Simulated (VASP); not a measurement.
# KBr in VASP: a series of runs, part 2 of 2

VASP 6.6.1. The steps go on from the part before.

## 4. Single point, PBE (uniaxial x strain -0.5%)

Input file INCAR:

```
SYSTEM = KBr
PREC = Accurate ; ENCUT = 520
EDIFF = 1E-6 ; ISMEAR = 0
SIGMA = 0.01 ; LREAL = .False.
LASPH = .True. ; NELM = 100
ALGO = Normal ; ISIF = 2
LWAVE = .False. ; LCHARG = .False.
GGA = PE ; NBANDS = 15
```

Input file KPOINTS:

```
regular mesh
0
Gamma
  4 4 4
  0 0 0
```

Input file POSCAR:

```
KBr
1.0
    0.0000000000      3.3022478341      3.3022478341
    3.2857365950      0.0000000000      3.3022478341
    3.2857365950      3.3022478341      0.0000000000
K Br
1 1
Direct
    0.0000000000      0.0000000000      0.0000000000
    0.5000000000      0.5000000000      0.5000000000
```

Potentials or basis: VASP PAW PBE potentials, release 64 (K_sv, Br).

Run with:

```console
$ cat potpaw_PBE.64/K_sv/POTCAR potpaw_PBE.64/Br/POTCAR > POTCAR
$ mpirun -np 1 vasp_std > vasp.out
```

OUTCAR:

```text
SYSTEM = KBr
   PREC = Accurate
   ENCUT = 520
   EDIFF = 1E-6
   ISMEAR = 0
   LREAL = .False.
   LASPH = .True.
   NELM = 100
   ISIF = 2
   GGA = PE

 ion  position               nearest neighbor table
   1  0.000  0.000  0.000-   2 3.29   2 3.29   2 3.30   2 3.30   2 3.30   2 3.30
   2  0.500  0.500  0.500-   1 3.29   1 3.29   1 3.30   1 3.30   1 3.30   1 3.30

  LATTYP: Found a body centered tetragonal cell.
 ALAT       =     4.6700836733
 C/A-ratio  =     1.4071424946

  Lattice vectors:

 A1 = (  -3.2857365950,   0.0000000000,  -3.3022478341)
 A2 = (  -3.2857365950,   0.0000000000,   3.3022478341)
 A3 = (   3.2857365950,   3.3022478341,   0.0000000000)

Analysis of symmetry for initial positions (statically):
=====================================================================
 Subroutine PRICEL returns:
 Original cell was already a primitive cell.

 Routine SETGRP: Setting up the symmetry group for a
 body centered tetragonal supercell.

 Subroutine GETGRP returns: Found 16 space group operations
 (whereof 16 operations were pure point group operations)
 out of a pool of 16 trial point group operations.

The static configuration has the point symmetry D_4h.

Analysis of symmetry for dynamics (positions and initial velocities):
=====================================================================
 Subroutine PRICEL returns:
 Original cell was already a primitive cell.

 Routine SETGRP: Setting up the symmetry group for a
 body centered tetragonal supercell.

 Subroutine GETGRP returns: Found 16 space group operations
 (whereof 16 operations were pure point group operations)
 out of a pool of 16 trial point group operations.

The dynamic configuration has the point symmetry D_4h.

 Subroutine INISYM returns: Found 16 space group operations
 (whereof 16 operations are pure point group operations),
 and found     1 'primitive' translations

----------------------------------------------------------------------------------------

                                     Primitive cell

  volume of cell :      71.6609

  direct lattice vectors                    reciprocal lattice vectors
     0.000000000  3.302247834  3.302247834    -0.152172880  0.151412015  0.151412015
     3.285736595  0.000000000  3.302247834     0.152172880 -0.151412015  0.151412015
     3.285736595  3.302247834  0.000000000     0.152172880  0.151412015 -0.151412015

  length of vectors
     4.670083673  4.658423095  4.658423095     0.262693323  0.262693323  0.262693323

  position of ions in fractional coordinates (direct lattice)
     0.000000000  0.000000000  0.000000000
     0.500000000  0.500000000  0.500000000

  ion indices of the primitive-cell ions
   primitive index   ion index
                 1           1
                 2           2

----------------------------------------------------------------------------------------

 KPOINTS: regular mesh

Automatic generation of k-mesh.
 Grid dimensions read from file:
 generate k-points for:    4    4    4

 Generating k-lattice:

  Cartesian coordinates                     Fractional coordinates (reciprocal lattice)
    -0.038043220  0.037853004  0.037853004     0.250000000  0.000000000  0.000000000
     0.038043220 -0.037853004  0.037853004     0.000000000  0.250000000  0.000000000
     0.038043220  0.037853004 -0.037853004     0.000000000  0.000000000  0.250000000

  Length of vectors
     0.065673331  0.065673331  0.065673331

  Shift w.r.t. Gamma in fractional coordinates (k-lattice)
     0.000000000  0.000000000  0.000000000

[... 25 lines left out ...]
   ions per type =               1   1
   NGX,Y,Z   is equivalent  to a cutoff of  12.82, 12.85, 12.85 a.u.
   NGXF,Y,Z  is equivalent  to a cutoff of  25.63, 25.69, 25.69 a.u.
 SYSTEM =  KBr
   PREC   = accura    normal or accurate (medium, high low for compatibility)
   ISTART =      0    job   : 0-new  1-cont  2-samecut
   ICHARG =      2    charge: 1-file 2-atom 10-const
   ISPIN  =      1    spin polarized calculation?
   LNONCOLLINEAR =      F non collinear calculations
   LSORBIT =      F    spin-orbit coupling
   LASPH  =      T    aspherical Exc in radial PAW
   ENCUT  =  520.0 eV  38.22 Ry    6.18 a.u.   8.68  8.66  8.66*2*pi/ulx,y,z
   NELM   =    100;   NELMIN=  2; NELMDL= -5     # of ELM steps
   EDIFF  = 0.1E-05   stopping-criterion for ELM
   LREAL  =      F    real-space projection
   EDIFFG = 0.1E-04   stopping-criterion for IOM
   NSW    =      0    number of steps for IOM
   IBRION =     -1    ionic relax: 0-MD 1-quasi-New 2-CG
   NFREE  =      0    steps in history (QN), initial steepest desc. (CG)
   ISIF   =      2    stress and relaxation
   ISYM   =      2    0-nonsym 1-usesym 2-fastsym
   POTIM  = 0.5000    time-step for ionic-motion
   TEBEG  =    0.0;   TEEND  =   0.0 temperature during run
   PSTRESS=    0.0 pullay stress
   NELECT =      16.0000    total number of electrons
   NUPDOWN=      -1.0000    fix difference up-down
   EMIN   =  10.00;   EMAX   =-10.00  energy-range for DOS
   EFERMI =   0.00;   METHOD = LEGACY
   ISMEAR =     0;   SIGMA  =   0.01  broadening in eV -4-tet -1-fermi 0-gaus
   EFERMI_NEDOS =   21; number of points for ismear=-14 and -15
   IALGO  =     38    algorithm
   IMIX   =      4    mixing-type and parameters
     AMIX     =   0.40;   BMIX     =  1.00
     AMIX_MAG =   1.60;   BMIX_MAG =  1.00
  volume/ion in A,a.u.               =      35.83       241.80
  Fermi-wavevector in a.u.,A,eV,Ry     =   0.993164  1.876807 13.420433  0.986374
  Thomas-Fermi vector in A             =   2.125026
   LORBIT       =      0    0 simple, 1 ext, 2 COOP (PROOUT), +10 PAW based schemes
   GGA     = PE    functional components
   LHFCALC =     F    Hartree Fock is set to
   AEXX    =    0.0000 exact exchange contribution
   IVDW    =     0    specifies the selected vdW correction
   LEPSILON=     F    determine dielectric tensor
   LRPA    =     F    only Hartree local field effects (RPA)
 non-spin polarized calculation
 Gauss-broadening in eV      SIGMA  =   0.01
  energy-cutoff  :      520.00
  volume of cell :       71.66
 maximum number of plane-waves:      1956
 NGX is ok and might be reduce to    36
   NGX = 17   NGY = 17   NGZ = 17

 number of electron      15.9999997 magnetization

 Free energy of the ion-electron system (eV)
  ---------------------------------------------------
  ext. energy  EPLUGINS =         0.00000000
  ---------------------------------------------------
  free energy    TOTEN  =        -6.21345313 eV

  energy without entropy =       -6.21345313  energy(sigma->0) =       -6.21345313

 E-fermi :  -1.6508     XC(G=0):  -7.3822

 val. band max:       -1.7264799249   @ k =   0.0000   0.0000   0.0000
 cond. band min:       2.7134423405   @ k =   0.0000   0.0000   0.0000
 fundamental gap:      4.4399222653
 Fermi energy:        -1.6508308960

 k-point     1 :       0.0000    0.0000    0.0000
  band No.  band energies     occupation
      1     -29.5037      2.00000
      2     -14.0238      2.00000
      3     -12.9813      2.00000
      4     -12.9813      2.00000
      5     -12.9813      2.00000
      6      -1.7289      2.00000
      7      -1.7289      2.00000
      8      -1.7265      2.00000
      9       2.7134      0.00000
     10       5.8659      0.00000
     11       5.8659      0.00000
     12       5.8966      0.00000
     13       6.6898      0.00000
     14       6.7126      0.00000
[... 203 lines left out ...]
      2     -13.9242      2.00000
      3     -13.0732      2.00000
      4     -13.0182      2.00000
      5     -13.0182      2.00000
      6      -2.5400      2.00000
      7      -2.0194      2.00000
      8      -2.0194      2.00000
      9       4.1289      0.00000
     10       5.4852      0.00000
     11       7.6511      0.00000
     12       7.8155      0.00000
     13       7.9569      0.00000
     14       9.0500      0.00000
     15       9.0500      0.00000

------------------------ aborting loop because EDIFF is reached ----------------------------------------

  FORCE on cell =-STRESS in cart. coord.  units (eV):
  Direction    XX          YY          ZZ          XY          YZ          ZX
  --------------------------------------------------------------------------------------
  -------------------------------------------------------------------------------------
  Total        0.4139605      0.3375948      0.3375948      0.0000000      0.0000000     -0.0000000
  in kB        9.2552339      7.5478680      7.5478680      0.0000000      0.0000000     -0.0000000
  external PRESSURE =       8.1169900 kB  Pullay stress =       0.0000000 kB

 VOLUME and BASIS-vectors are now :
 -----------------------------------------------------------------------------
  energy-cutoff  :      520.00
  volume of cell :       71.66
      direct lattice vectors                 reciprocal lattice vectors
     0.000000000  3.302247834  3.302247834    -0.152172880  0.151412015  0.151412015
     3.285736595  0.000000000  3.302247834     0.152172880 -0.151412015  0.151412015
     3.285736595  3.302247834  0.000000000     0.152172880  0.151412015 -0.151412015

 POSITION                                       TOTAL-FORCE (eV/Angst)
 -----------------------------------------------------------------------------------
      0.00000      0.00000      0.00000         0.000000      0.000000     -0.000000
      3.28574      3.30225      3.30225        -0.000000      0.000000      0.000000
 -----------------------------------------------------------------------------------
    total drift:                                0.000000      0.000000      0.000000

  FREE ENERGIE OF THE ION-ELECTRON SYSTEM (eV)
  ---------------------------------------------------
  free  energy   TOTEN  =        -6.2134531267 eV

  energy  without entropy=       -6.2134531267  energy(sigma->0) =       -6.21345313
```

OSZICAR:

```text
N       E                     dE             d eps       ncg     rms          rms(c)
DAV:   1     0.981406138505E+02    0.98141E+02   -0.66349E+03   390   0.924E+02
DAV:   2     0.164194474566E+00   -0.97976E+02   -0.90238E+02   509   0.223E+02
DAV:   3    -0.612210738898E+01   -0.62863E+01   -0.62570E+01   530   0.500E+01
DAV:   4    -0.638334199426E+01   -0.26123E+00   -0.26118E+00   586   0.904E+00
DAV:   5    -0.638568962375E+01   -0.23476E-02   -0.23476E-02   530   0.101E+00    0.313E+00
DAV:   6    -0.621452026883E+01    0.17117E+00   -0.21817E-01   474   0.224E+00    0.228E+00
DAV:   7    -0.620347315058E+01    0.11047E-01   -0.10713E-01   523   0.176E+00    0.103E+00
DAV:   8    -0.621237190399E+01   -0.88988E-02   -0.11579E-02   428   0.786E-01    0.117E-01
DAV:   9    -0.621313698347E+01   -0.76508E-03   -0.78021E-04   509   0.168E-01    0.771E-02
DAV:  10    -0.621343328167E+01   -0.29630E-03   -0.29989E-04   397   0.984E-02    0.123E-02
DAV:  11    -0.621345126600E+01   -0.17984E-04   -0.28178E-05   484   0.297E-02    0.591E-03
DAV:  12    -0.621345303355E+01   -0.17676E-05   -0.41160E-06   389   0.131E-02    0.167E-03
DAV:  13    -0.621345312673E+01   -0.93177E-07   -0.11879E-07   433   0.202E-03
   1 F= -.62134531E+01 E0= -.62134531E+01  d E =-.129219E-28
```

stdout:

```text
POSCAR found type information on POSCAR K Br
 POSCAR found :  2 types and       2 ions
 scaLAPACK will be used
 LDA part: xc-table for (Slater+PW92), standard interpolation
 POSCAR, INCAR and KPOINTS ok, starting setup
 FFT: planning ... GRIDC
 FFT: planning ... GRID_SOFT
 FFT: planning ... GRID
 WAVECAR not read
 entering main loop
```

Wall time 22 s (1 thread of Intel Xeon 8259CL, shared host); peak memory 0.21 GiB.

Results:

* Free energy: -6.2135 eV
* Pressure: 0.8 GPa
* Band gap on the k mesh: 4.44 eV

Levels at points of the mesh, in eV from the valence-band top:
| k point | band 4 | band 5 | band 6 | band 7 | band 8 | band 9 | band 10 | band 11 | band 12 | band 13 |
| --- | --- | --- | --- | --- | --- | --- | --- | --- | --- | --- |
| (0.00, 0.00, 0.00) | -11.25 | -11.25 | 0.00 | 0.00 | 0.00 | 4.44 | 7.59 | 7.59 | 7.62 | 8.42 |
| (0.50, 0.00, 0.00) | -11.26 | -11.00 | -1.19 | -0.34 | -0.34 | 6.59 | 8.24 | 9.77 | 9.77 | 10.06 |
| (0.50, 0.50, 0.00) | -11.29 | -11.29 | -0.82 | -0.29 | -0.28 | 5.86 | 7.21 | 9.37 | 9.52 | 9.68 |
| (0.00, 0.50, 0.50) | -11.29 | -11.29 | -0.81 | -0.29 | -0.29 | 5.86 | 7.21 | 9.38 | 9.54 | 9.68 |

Caveat: the cell differs from its parent crystal (uniaxial x strain -0.5%).

## 5. Single point, PBE (epitaxial xy strain +0.5%)

Input file INCAR:

```
SYSTEM = KBr
PREC = Accurate
ENCUT = 520
EDIFF = 1E-6
ISMEAR = 0
SIGMA = 0.01
LREAL = .FALSE.
LASPH = .TRUE.
NELM = 100
ALGO = Normal
ISIF = 2
LWAVE = .FALSE.
LCHARG = .FALSE.
GGA = PE
NBANDS = 15
```

Input file KPOINTS:

```
regular mesh
0
G
  4 4 4
  0 0 0
```

Input file POSCAR:

```
KBr
1.0
    0.0000000000      3.3187590733      3.3011016647
    3.3187590733      0.0000000000      3.3011016647
    3.3187590733      3.3187590733      0.0000000000
K Br
1 1
Direct
    0.0000000000      0.0000000000      0.0000000000
    0.5000000000      0.5000000000      0.5000000000
```

Potentials or basis: VASP PAW PBE potentials, release 64 (K_sv, Br).

Run with:

```console
$ cat potpaw_PBE.64/K_sv/POTCAR potpaw_PBE.64/Br/POTCAR > POTCAR
$ mpirun -np 1 vasp_std > vasp.out
```

OUTCAR:

```text
SYSTEM = KBr
   PREC = Accurate
   ENCUT = 520
   EDIFF = 1E-6
   ISMEAR = 0
   LREAL = .FALSE.
   LASPH = .TRUE.
   NELM = 100
   ISIF = 2
   GGA = PE

 ion  position               nearest neighbor table
   1  0.000  0.000  0.000-   2 3.30   2 3.30
   2  0.500  0.500  0.500-   1 3.30   1 3.30

  LATTYP: Found a body centered tetragonal cell.
 ALAT       =     4.6934340917
 C/A-ratio  =     1.4066892600

  Lattice vectors:

 A1 = (   0.0000000000,  -3.3187590733,  -3.3011016647)
[... 407 lines left out ...]
------------------------ aborting loop because EDIFF is reached ----------------------------------------

  FORCE on cell =-STRESS in cart. coord.  units (eV):
  Direction    XX          YY          ZZ          XY          YZ          ZX
  --------------------------------------------------------------------------------------
  -------------------------------------------------------------------------------------
  Total        0.2318467      0.2318467      0.3085106      0.0000000      0.0000000      0.0000000
  in kB        5.1082390      5.1082390      6.7973601      0.0000000      0.0000000      0.0000000
  external PRESSURE =       5.6712793 kB  Pullay stress =       0.0000000 kB

 VOLUME and BASIS-vectors are now :
 -----------------------------------------------------------------------------
  energy-cutoff  :      520.00
  volume of cell :       72.72
      direct lattice vectors                 reciprocal lattice vectors
     0.000000000  3.318759073  3.301101665    -0.150658722  0.150658722  0.151464587
     3.318759073  0.000000000  3.301101665     0.150658722 -0.150658722  0.151464587
     3.318759073  3.318759073  0.000000000     0.150658722  0.150658722 -0.151464587

 POSITION                                       TOTAL-FORCE (eV/Angst)
 -----------------------------------------------------------------------------------
      0.00000      0.00000      0.00000         0.000000     -0.000000      0.000000
      3.31876      3.31876      3.30110        -0.000000      0.000000     -0.000000
 -----------------------------------------------------------------------------------
    total drift:                                0.000000      0.000000      0.000000

  FREE ENERGIE OF THE ION-ELECTRON SYSTEM (eV)
  ---------------------------------------------------
  free  energy   TOTEN  =        -6.2180697776 eV

  energy  without entropy=       -6.2180697776  energy(sigma->0) =       -6.21806978
```

OSZICAR:

```text
N       E                     dE             d eps       ncg     rms          rms(c)
DAV:   1     0.101508671754E+03    0.10151E+03   -0.69821E+03   390   0.938E+02
DAV:   2    -0.479742893599E+00   -0.10199E+03   -0.94571E+02   517   0.230E+02
DAV:   3    -0.621015644818E+01   -0.57304E+01   -0.57034E+01   560   0.480E+01
DAV:   4    -0.639224669854E+01   -0.18209E+00   -0.18207E+00   578   0.748E+00
DAV:   5    -0.639364376217E+01   -0.13971E-02   -0.13971E-02   552   0.752E-01    0.305E+00
DAV:   6    -0.621933928043E+01    0.17430E+00   -0.22204E-01   481   0.223E+00    0.222E+00
DAV:   7    -0.620786164709E+01    0.11478E-01   -0.10848E-01   509   0.176E+00    0.102E+00
DAV:   8    -0.621697250526E+01   -0.91109E-02   -0.11646E-02   421   0.792E-01    0.117E-01
DAV:   9    -0.621776495264E+01   -0.79245E-03   -0.83759E-04   509   0.175E-01    0.774E-02
DAV:  10    -0.621805113479E+01   -0.28618E-03   -0.29392E-04   397   0.983E-02    0.125E-02
DAV:  11    -0.621806793294E+01   -0.16798E-04   -0.28268E-05   491   0.295E-02    0.574E-03
DAV:  12    -0.621806967115E+01   -0.17382E-05   -0.42282E-06   403   0.134E-02    0.152E-03
DAV:  13    -0.621806977758E+01   -0.10643E-06   -0.13218E-07   426   0.211E-03
   1 F= -.62180698E+01 E0= -.62180698E+01  d E =-.199748E-65
```

stdout:

```text
POSCAR found type information on POSCAR K Br
 POSCAR found :  2 types and       2 ions
 scaLAPACK will be used
 LDA part: xc-table for (Slater+PW92), standard interpolation
 POSCAR, INCAR and KPOINTS ok, starting setup
 FFT: planning ... GRIDC
 FFT: planning ... GRID_SOFT
 FFT: planning ... GRID
 WAVECAR not read
 entering main loop
```

Wall time 26 s (1 thread of Intel Xeon 8259CL, shared host); peak memory 0.21 GiB.

What came out:

```yaml
Free_energy: -6.2181 eV
Pressure: 0.6 GPa
Band_gap_on_the_k_mesh: 4.40 eV
```

Stress tensor (GPa, compression positive):
```
0.51 0.00 0.00
0.00 0.51 0.00
0.00 0.00 0.68
```

Levels at points of the mesh, in eV from the valence-band top:
```tsv
k point	band 6	band 7	band 8	band 9	band 10	band 11
(0.00, 0.00, 0.00)	0.00	0.00	0.00	4.40	7.59	7.59
(0.50, 0.00, 0.00)	-1.16	-0.33	-0.32	6.56	8.19	9.73
(0.50, 0.50, 0.00)	-0.80	-0.29	-0.29	5.87	7.16	9.35
(0.50, 0.00, 0.50)	-0.80	-0.28	-0.28	5.88	7.15	9.34
```

Caveat: the cell differs from its parent crystal (epitaxial xy strain +0.5%).

## 6. The runs side by side

```tsv
cell	gap on the mesh (eV)	pressure (GPa)
a = 4.437 Å, angles 60.0°, 2 atoms	4.88	4.4
a = 4.670 Å, angles 60.0°, 2 atoms	4.43	0.7
a = 4.670, b = 4.658, c = 4.658 Å, angles 60.2, 59.9, 59.9°, 2 atoms	4.44	0.8
a = 4.681, b = 4.681, c = 4.693 Å, angles 59.9, 59.9, 60.2°, 2 atoms	4.40	0.6
```

Alike in all rows: task single point; level PBE; potentials or basis VASP PAW PBE potentials, release 64 (K_sv, Br); no spin polarisation; k mesh 4 × 4 × 4; cutoff (eV) 520; smearing gaussian 0.01 eV.

Caveats: some runs use coarse meshes.

Absolute energies hang on the potentials; compare differences alone.
